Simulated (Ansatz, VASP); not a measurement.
**One calculation of WC, two programs**

```
W C
1.0
     2.92266    0.00000    0.00000
    -1.46133    2.53110    0.00000
     0.00000    0.00000    2.84639
W C
1 1
Direct
  0.00000 0.00000 0.00000
  0.33333 0.66667 0.50000
```

Alike in both runs: functional PBE; k mesh 9 × 9 × 8; occupations gaussian, width 0.1 eV; no spin polarisation.

Ansatz relaxed the structure, and its values are those at the end. VASP's run is a single point on that final structure, the one shown.

|  | VASP | Ansatz |
| --- | --- | --- |
| version | VASP 6.6.1 | Ansatz 0.2.0 |
| potentials or method | VASP PAW PBE potentials, release 64 (W_sv, C_h), cutoff 1300 eV | scalar-relativistic, plane waves, PAW |
| valence electrons in the cell | 18 | 18 |

```tsv
	VASP	Ansatz	Ansatz less VASP
gap on the k mesh at the Fermi level (eV)	none	none	-
pressure (GPa)	1.0	0.0	-0.97
```

A gap of «none» marks a metal or a gap that the smearing closes. The functional is the same, so the differences come from potentials, cutoffs and numerics.

Neither program's run includes spin-orbit coupling.
